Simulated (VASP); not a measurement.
# AlRu (WC type) (P-6m2) in VASP: a series of runs

Runs on AlRu (WC type). Level: PBE. Tasks: single point.

Program: VASP 6.6.1. These are calculated values, not measurements. Logs are shortened: lines on timing, memory, paths and dates and some standing lists are left out, and cuts for length are marked.

### 1 The cell of the first run

It takes space group P-6m2 (No. 187, hexagonal). The conventional cell has a = 2.894 Å, b = 2.894 Å, c = 3.898 Å, α = 90.00°, β = 90.00°, γ = 120.00°. Ru (site symmetry -6m2) has 6 Al at 2.57 Å and 6 Ru at 2.89 Å within 3.4 Å. Within 3.4 Å of Al (site symmetry -6m2) lie 6 Ru at 2.57 Å and 6 Al at 2.89 Å.

### 2 Single point, PBE

INCAR

```
PREC     = Accurate       # precision mode
ENCUT    = 520            # plane-wave cutoff, eV
EDIFF    = 1E-6           # SCF threshold, eV
ISMEAR   = -1             # smearing method
SIGMA    = 0.08           # smearing width, eV
LREAL    = False          # projectors in reciprocal space
LASPH    = True           # aspherical terms in the spheres
NELM     = 80             # most SCF steps
ALGO     = Normal         # electronic algorithm
ISIF     = 2              # what is computed and relaxed
LWAVE    = False          # write WAVECAR
LCHARG   = False          # write CHGCAR
GGA      = PE             # functional
NBANDS   = 16             # bands
```

KPOINTS

```
regular mesh
0
Gamma
  13 13 12
```

POSCAR

```
AlRu
1.0
    2.8941290432      0.0000000000      0.0000000000
   -1.4470645216      2.5063892732      0.0000000000
    0.0000000000      0.0000000000      3.8980023201
Ru Al
1 1
Direct
    0.0000000000      0.0000000000      0.0000000000
    0.3333333333      0.6666666667      0.5000000000
```

Potentials or basis: VASP PAW PBE potentials, release 64 (Ru_pv, Al).

Run with:

```bash
$ cat potpaw_PBE.64/Ru_pv/POTCAR potpaw_PBE.64/Al/POTCAR > POTCAR
$ mpirun -np 1 vasp_std > vasp.out
```

OUTCAR:

```text
PREC = Accurate
   ENCUT = 520
   EDIFF = 1E-6
   ISMEAR = -1
   LREAL = False
   LASPH = True
   NELM = 80
   ISIF = 2
   GGA = PE

 ion  position               nearest neighbor table
   1  0.000  0.000  0.000-   2 2.57   2 2.57   2 2.57   2 2.57   2 2.57   2 2.57
   2  0.333  0.667  0.500-   1 2.57   1 2.57   1 2.57   1 2.57   1 2.57   1 2.57

  LATTYP: Found a hexagonal cell.
 ALAT       =     2.8941290432
 C/A-ratio  =     1.3468654168

  Lattice vectors:

 A1 = (   2.8941290432,   0.0000000000,   0.0000000000)
 A2 = (  -1.4470645216,   2.5063892732,   0.0000000000)
 A3 = (   0.0000000000,   0.0000000000,   3.8980023201)

Analysis of symmetry for initial positions (statically):
=====================================================================
 Subroutine PRICEL returns:
 Original cell was already a primitive cell.

 Routine SETGRP: Setting up the symmetry group for a
 hexagonal supercell.

 Subroutine GETGRP returns: Found 12 space group operations
 (whereof 12 operations were pure point group operations)
 out of a pool of 24 trial point group operations.

The static configuration has the point symmetry D_3h.

Analysis of symmetry for dynamics (positions and initial velocities):
=====================================================================
 Subroutine PRICEL returns:
 Original cell was already a primitive cell.

 Routine SETGRP: Setting up the symmetry group for a
 hexagonal supercell.

 Subroutine GETGRP returns: Found 12 space group operations
 (whereof 12 operations were pure point group operations)
 out of a pool of 24 trial point group operations.

The dynamic configuration has the point symmetry D_3h.

 Subroutine INISYM returns: Found 12 space group operations
 (whereof 12 operations are pure point group operations),
 and found     1 'primitive' translations

----------------------------------------------------------------------------------------

                                     Primitive cell

  volume of cell :      28.2754

  direct lattice vectors                    reciprocal lattice vectors
     2.894129043  0.000000000  0.000000000     0.345527095  0.199490161  0.000000000
    -1.447064522  2.506389273  0.000000000     0.000000000  0.398980322  0.000000000
     0.000000000  0.000000000  3.898002320     0.000000000  0.000000000  0.256541664

  length of vectors
     2.894129043  2.894129043  3.898002320     0.398980322  0.398980322  0.256541664

  position of ions in fractional coordinates (direct lattice)
     0.000000000  0.000000000  0.000000000
     0.333333333  0.666666667  0.500000000

  ion indices of the primitive-cell ions
   primitive index   ion index
                 1           1
                 2           2

----------------------------------------------------------------------------------------

 KPOINTS: regular mesh

Automatic generation of k-mesh.
 Grid dimensions read from file:
 generate k-points for:   13   13   12

 Generating k-lattice:

  Cartesian coordinates                     Fractional coordinates (reciprocal lattice)
     0.026579007  0.015345397  0.000000000     0.076923077  0.000000000  0.000000000
     0.000000000  0.030690794  0.000000000     0.000000000  0.076923077  0.000000000
     0.000000000  0.000000000  0.021378472     0.000000000  0.000000000  0.083333333

  Length of vectors
     0.030690794  0.030690794  0.021378472

  Shift w.r.t. Gamma in fractional coordinates (k-lattice)
     0.000000000  0.000000000  0.000000000

 Subroutine IBZKPT returns following result:
 ===========================================

 Found    147 irreducible k-points:

 Following reciprocal coordinates:
            Coordinates               Weight
  0.000000  0.000000  0.000000      1.000000
  0.076923 -0.000000  0.000000      6.000000
  0.153846  0.000000  0.000000      6.000000
  0.230769  0.000000  0.000000      6.000000
  0.307692  0.000000  0.000000      6.000000
  0.384615  0.000000  0.000000      6.000000
[... 16 lines left out ...]
  0.076923 -0.000000  0.083333     12.000000
  0.153846  0.000000  0.083333     12.000000
 [... further k-points ...]
   k-points           NKPTS =    147   k-points in BZ     NKDIM =    147   number of bands    NBANDS=     16
   number of dos      NEDOS =    301   number of ions     NIONS =      2
   total plane-waves  NPLWV =  17280
   dimension x,y,z NGX =    24 NGY =   24 NGZ =   30
   dimension x,y,z NGXF=    48 NGYF=   48 NGZF=   60
   ions per type =               1   1
   NGX,Y,Z   is equivalent  to a cutoff of  13.79, 13.79, 12.79 a.u.
   NGXF,Y,Z  is equivalent  to a cutoff of  27.57, 27.57, 25.59 a.u.
 SYSTEM =  unknown system
   PREC   = accura    normal or accurate (medium, high low for compatibility)
   ISTART =      0    job   : 0-new  1-cont  2-samecut
   ICHARG =      2    charge: 1-file 2-atom 10-const
   ISPIN  =      1    spin polarized calculation?
   LNONCOLLINEAR =      F non collinear calculations
   LSORBIT =      F    spin-orbit coupling
   LASPH  =      T    aspherical Exc in radial PAW
   ENCUT  =  520.0 eV  38.22 Ry    6.18 a.u.   5.38  5.38  7.25*2*pi/ulx,y,z
   NELM   =     80;   NELMIN=  2; NELMDL= -5     # of ELM steps
   EDIFF  = 0.1E-05   stopping-criterion for ELM
   LREAL  =      F    real-space projection
   EDIFFG = 0.1E-04   stopping-criterion for IOM
   NSW    =      0    number of steps for IOM
   IBRION =     -1    ionic relax: 0-MD 1-quasi-New 2-CG
   NFREE  =      0    steps in history (QN), initial steepest desc. (CG)
   ISIF   =      2    stress and relaxation
   ISYM   =      2    0-nonsym 1-usesym 2-fastsym
   POTIM  = 0.5000    time-step for ionic-motion
   TEBEG  =    0.0;   TEEND  =   0.0 temperature during run
   PSTRESS=    0.0 pullay stress
   NELECT =      17.0000    total number of electrons
   NUPDOWN=      -1.0000    fix difference up-down
   EMIN   =  10.00;   EMAX   =-10.00  energy-range for DOS
   EFERMI =   0.00;   METHOD = LEGACY
   ISMEAR =    -1;   SIGMA  =   0.08  broadening in eV -4-tet -1-fermi 0-gaus
   EFERMI_NEDOS =   21; number of points for ismear=-14 and -15
   IALGO  =     38    algorithm
   IMIX   =      4    mixing-type and parameters
     AMIX     =   0.40;   BMIX     =  1.00
     AMIX_MAG =   1.60;   BMIX_MAG =  1.00
  volume/ion in A,a.u.               =      14.14        95.41
  Fermi-wavevector in a.u.,A,eV,Ry     =   1.381725  2.611082 25.975755  1.909164
  Thomas-Fermi vector in A             =   2.506483
   LORBIT       =      0    0 simple, 1 ext, 2 COOP (PROOUT), +10 PAW based schemes
   GGA     = PE    functional components
   LHFCALC =     F    Hartree Fock is set to
   AEXX    =    0.0000 exact exchange contribution
   IVDW    =     0    specifies the selected vdW correction
   LEPSILON=     F    determine dielectric tensor
   LRPA    =     F    only Hartree local field effects (RPA)
 non-spin polarized calculation
  energy-cutoff  :      520.00
  volume of cell :       28.28
 maximum number of plane-waves:       806
 NGX is ok and might be reduce to    24
   NGX = 11   NGY = 11   NGZ = 15

 number of electron      17.0000001 magnetization

 Free energy of the ion-electron system (eV)
  ---------------------------------------------------
  ext. energy  EPLUGINS =         0.00000000
  ---------------------------------------------------
  free energy    TOTEN  =       -13.92199499 eV

  energy without entropy =      -13.89463309  energy(sigma->0) =      -13.90831404

 E-fermi :  10.1990     XC(G=0): -12.2732

 val. band max:       10.1984937738   @ k =   0.2308   0.0769   0.3333
 cond. band min:      10.2021455062   @ k =   0.0000   0.0000   0.0000
 fundamental gap:      0.0036517323
 Fermi energy:        10.1990066680

 k-point     1 :       0.0000    0.0000    0.0000
  band No.  band energies     occupation
      1     -31.8359      2.00000
      2     -31.8332      2.00000
      3     -31.8332      2.00000
      4       0.4718      2.00000
      5       6.1517      2.00000
      6       8.5082      2.00000
[... 8 lines left out ...]
     15      23.2676      0.00000
     16      23.9711      0.00000

 k-point     2 :       0.0769   -0.0000    0.0000
  band No.  band energies     occupation
      1     -31.8559      2.00000
      2     -31.8386      2.00000
      3     -31.8326      2.00000
      4       0.6216      2.00000
      5       6.2758      2.00000
      6       8.3802      2.00000
[... 8 lines left out ...]
     15      23.0426      0.00000
     16      24.9476      0.00000

 k-point     3 :       0.1538    0.0000    0.0000
  band No.  band energies     occupation
      1     -31.9186      2.00000
      2     -31.8536      2.00000
      3     -31.8236      2.00000
      4       1.0613      2.00000
      5       6.5910      2.00000
      6       8.0836      2.00000
[... 8 lines left out ...]
     15      22.8873      0.00000
     16      25.2929      0.00000

 k-point     4 :       0.2308    0.0000    0.0000
  band No.  band energies     occupation
      1     -32.0062      2.00000
      2     -31.8747      2.00000
      3     -31.8108      2.00000
      4       1.7634      2.00000
      5       6.8280      2.00000
      6       7.6967      2.00000
[... 8 lines left out ...]
     15      22.6271      0.00000
     16      23.9111      0.00000
[... 324 lines left out ...]
 k-point    22 :       0.0000    0.0000    0.0833
  band No.  band energies     occupation
      1     -31.8369      2.00000
      2     -31.8332      2.00000
      3     -31.8332      2.00000
      4       0.5526      2.00000
      5       6.1014      2.00000
      6       8.5111      2.00000
[... 8 lines left out ...]
     15      23.3171      0.00000
     16      23.8203      0.00000

 k-point    23 :       0.0769   -0.0000    0.0833
  band No.  band energies     occupation
      1     -31.8559      2.00000
      2     -31.8386      2.00000
      3     -31.8336      2.00000
      4       0.7012      2.00000
      5       6.2265      2.00000
      6       8.3840      2.00000
[... 8 lines left out ...]
     15      23.0655      0.00000
     16      24.8575      0.00000

 k-point    24 :       0.1538    0.0000    0.0833
  band No.  band energies     occupation
      1     -31.9186      2.00000
      2     -31.8536      2.00000
      3     -31.8245      2.00000
      4       1.1373      2.00000
      5       6.5445      2.00000
      6       8.0902      2.00000
[... 8 lines left out ...]
     15      22.8427      0.00000
     16      25.0249      0.00000

 [... further k-points ...]
[... 5 lines left out ...]
  --------------------------------------------------------------------------------------
  -------------------------------------------------------------------------------------
  Total       -0.0267337     -0.0267337     -0.0329352      0.0000000     -0.0000000      0.0000000
  in kB       -1.5148195     -1.5148195     -1.8662176      0.0000000     -0.0000000      0.0000000
  external PRESSURE =      -1.6319522 kB  Pullay stress =       0.0000000 kB

 VOLUME and BASIS-vectors are now :
 -----------------------------------------------------------------------------
  energy-cutoff  :      520.00
  volume of cell :       28.28
      direct lattice vectors                 reciprocal lattice vectors
     2.894129043  0.000000000  0.000000000     0.345527095  0.199490161  0.000000000
    -1.447064522  2.506389273  0.000000000     0.000000000  0.398980322  0.000000000
     0.000000000  0.000000000  3.898002320     0.000000000  0.000000000  0.256541664

 POSITION                                       TOTAL-FORCE (eV/Angst)
 -----------------------------------------------------------------------------------
      0.00000      0.00000      0.00000        -0.000000     -0.000000      0.000000
     -0.00000      1.67093      1.94900         0.000000      0.000000      0.000000
 -----------------------------------------------------------------------------------
    total drift:                                0.000000     -0.000000      0.000000

  FREE ENERGIE OF THE ION-ELECTRON SYSTEM (eV)
  ---------------------------------------------------
  free  energy   TOTEN  =       -13.9219949913 eV

  energy  without entropy=      -13.8946330887  energy(sigma->0) =      -13.90831404
```

It took 16 s on 1 thread of Intel Xeon 6975P-C (Granite Rapids), shared host; peak memory 0.19 GiB.

What came out:

| Property | Result |
| --- | --- |
| Free energy | -13.9220 eV |
| Pressure | -0.2 GPa |

Levels at points of the mesh, in eV from the Fermi level:
| k point | band 5 | band 6 | band 7 | band 8 | band 9 | band 10 | band 11 | band 12 | band 13 | band 14 |
| --- | --- | --- | --- | --- | --- | --- | --- | --- | --- | --- |
| (0.00, 0.00, 0.00) | -4.05 | -1.69 | -1.69 | 0.00 | 0.00 | 0.11 | 6.55 | 11.68 | 11.92 | 11.92 |
| (0.00, 0.00, 0.50) | -6.08 | -1.81 | -1.65 | -1.65 | -0.29 | -0.29 | 10.12 | 11.68 | 12.29 | 12.29 |

### 3 Single point, PBE

INCAR

```
SYSTEM = AlRu
PREC = Accurate
ENCUT = 520
EDIFF = 1E-7
ISMEAR = -1
SIGMA = 0.08
LREAL = .FALSE.
LASPH = .TRUE.
NELM = 80
ALGO = Normal
ISIF = 2
LWAVE = .FALSE.
LCHARG = .TRUE.
GGA = PE
LELF = .TRUE.
LVHAR = .TRUE.
NBANDS = 16
```

KPOINTS

```
Automatic mesh
0
G
  13 13 12
  0 0 0
```

POSCAR

```
AlRu
1.0
    2.8934368619      0.0000000000      0.0000000000
   -1.4467184310      2.5057898267      0.0000000000
    0.0000000000      0.0000000000      3.8983662637
Ru Al
1 1
Direct
    0.0000000000      0.0000000000      0.0000000000
    0.3333333333      0.6666666667      0.5000000000
```

Potentials or basis: VASP PAW PBE potentials, release 64 (Ru_pv, Al).

Run with:

```bash
$ cat potpaw_PBE.64/Ru_pv/POTCAR potpaw_PBE.64/Al/POTCAR > POTCAR
$ mpirun -np 1 vasp_std > vasp.out
```

OUTCAR:

```text
SYSTEM = AlRu
   PREC = Accurate
   ENCUT = 520
   EDIFF = 1E-7
   ISMEAR = -1
   LREAL = .FALSE.
   LASPH = .TRUE.
   NELM = 80
   ISIF = 2
   GGA = PE

 ion  position               nearest neighbor table
   1  0.000  0.000  0.000-   2 2.57   2 2.57   2 2.57   2 2.57   2 2.57   2 2.57
   2  0.333  0.667  0.500-   1 2.57   1 2.57   1 2.57   1 2.57   1 2.57   1 2.57

  LATTYP: Found a hexagonal cell.
 ALAT       =     2.8934368619
 C/A-ratio  =     1.3473134026

  Lattice vectors:

 A1 = (   2.8934368619,   0.0000000000,   0.0000000000)
 A2 = (  -1.4467184310,   2.5057898267,   0.0000000000)
 A3 = (   0.0000000000,   0.0000000000,   3.8983662637)

Analysis of symmetry for initial positions (statically):
=====================================================================
 Subroutine PRICEL returns:
 Original cell was already a primitive cell.

 Routine SETGRP: Setting up the symmetry group for a
 hexagonal supercell.

 Subroutine GETGRP returns: Found 12 space group operations
[... 158 lines left out ...]
  ---------------------------------------------------
  ext. energy  EPLUGINS =         0.00000000
  ---------------------------------------------------
  free energy    TOTEN  =       -13.92199323 eV

  energy without entropy =      -13.89460652  energy(sigma->0) =      -13.90829988

 E-fermi :  10.2049     XC(G=0): -12.2752

 val. band max:       10.2049236537   @ k =   0.2308   0.0769   0.3333
 cond. band min:      10.2088663658   @ k =   0.0000   0.0000   0.0000
 fundamental gap:      0.0039427121
 Fermi energy:        10.2049436787

 k-point     1 :       0.0000    0.0000    0.0000
  band No.  band energies     occupation
      1     -31.8307      2.00000
      2     -31.8278      2.00000
      3     -31.8278      2.00000
      4       0.4744      2.00000
      5       6.1545      2.00000
      6       8.5132      2.00000
[... 433 lines left out ...]
      3     -31.8194      2.00000
      4       1.1401      2.00000
      5       6.5479      2.00000
      6       8.0948      2.00000
[... 8 lines left out ...]
     15      22.8527      0.00000
     16      25.0339      0.00000

 [... further k-points ...]
[... 5 lines left out ...]
  --------------------------------------------------------------------------------------
  -------------------------------------------------------------------------------------
  Total       -0.0034772     -0.0034772     -0.0166487      0.0000000     -0.0000000      0.0000000
  in kB       -0.1971065     -0.1971065     -0.9437316      0.0000000     -0.0000000      0.0000000
  external PRESSURE =      -0.4459815 kB  Pullay stress =       0.0000000 kB

 VOLUME and BASIS-vectors are now :
 -----------------------------------------------------------------------------
  energy-cutoff  :      520.00
  volume of cell :       28.26
      direct lattice vectors                 reciprocal lattice vectors
     2.893436862  0.000000000  0.000000000     0.345609753  0.199537884  0.000000000
    -1.446718431  2.505789827  0.000000000     0.000000000  0.399075768  0.000000000
     0.000000000  0.000000000  3.898366264     0.000000000  0.000000000  0.256517713

 POSITION                                       TOTAL-FORCE (eV/Angst)
 -----------------------------------------------------------------------------------
      0.00000      0.00000      0.00000         0.000000     -0.000000      0.000000
     -0.00000      1.67053      1.94918         0.000000      0.000000      0.000000
 -----------------------------------------------------------------------------------
    total drift:                                0.000000     -0.000000      0.000000

  FREE ENERGIE OF THE ION-ELECTRON SYSTEM (eV)
  ---------------------------------------------------
  free  energy   TOTEN  =       -13.9219932328 eV

  energy  without entropy=      -13.8946065231  energy(sigma->0) =      -13.90829988
```

OSZICAR:

```text
N       E                     dE             d eps       ncg     rms          rms(c)
DAV:   1     0.115824111686E+03    0.11582E+03   -0.89933E+03  4720   0.990E+02
DAV:   2    -0.128179305204E+02   -0.12864E+03   -0.12232E+03  5448   0.288E+02
DAV:   3    -0.146694559199E+02   -0.18515E+01   -0.18452E+01  6008   0.364E+01
DAV:   4    -0.146801373245E+02   -0.10681E-01   -0.10680E-01  5824   0.301E+00
DAV:   5    -0.146802877284E+02   -0.15040E-03   -0.15040E-03  6160   0.352E-01    0.115E+01
DAV:   6    -0.140884999307E+02    0.59179E+00   -0.23602E+00  5560   0.170E+01    0.248E+00
DAV:   7    -0.139504140996E+02    0.13809E+00   -0.27995E-01  5184   0.585E+00    0.210E+00
DAV:   8    -0.139226595074E+02    0.27755E-01   -0.40844E-02  5728   0.202E+00    0.304E-01
DAV:   9    -0.139220677959E+02    0.59171E-03   -0.14401E-03  5960   0.334E-01    0.169E-01
DAV:  10    -0.139219951398E+02    0.72656E-04   -0.15475E-04  5224   0.123E-01    0.241E-02
DAV:  11    -0.139219940976E+02    0.10422E-05   -0.66647E-06  6088   0.227E-02    0.161E-02
DAV:  12    -0.139219932537E+02    0.84388E-06   -0.39355E-07  5840   0.550E-03    0.818E-04
DAV:  13    -0.139219932328E+02    0.20902E-07   -0.67866E-09  3048   0.752E-04
   1 F= -.13921993E+02 E0= -.13908300E+02  d E =-.273867E-01
```

stdout:

```text
POSCAR found type information on POSCAR RuAl
 POSCAR found :  2 types and       2 ions
 scaLAPACK will be used
 LDA part: xc-table for (Slater+PW92), standard interpolation
 POSCAR, INCAR and KPOINTS ok, starting setup
 FFT: planning ... GRIDC
 FFT: planning ... GRID_SOFT
 FFT: planning ... GRID
 WAVECAR not read
 entering main loop
```

Run time: 19 s. Hardware: 1 thread of Intel Xeon 6975P-C (Granite Rapids), shared host; peak memory 0.19 GiB.

What came out:

| Quantity | Value |
| --- | --- |
| Free energy | -13.9220 eV |
| Pressure | 0.0 GPa |

Levels at points of the mesh, in eV from the Fermi level:
```
           k point  band 7  band 8  band 9  band 10  band 11  band 12
(0.00, 0.00, 0.00)   -1.69    0.00    0.00     0.11     6.54    11.68
(0.00, 0.00, 0.50)   -1.65   -1.65   -0.29    -0.29    10.11    11.68
```
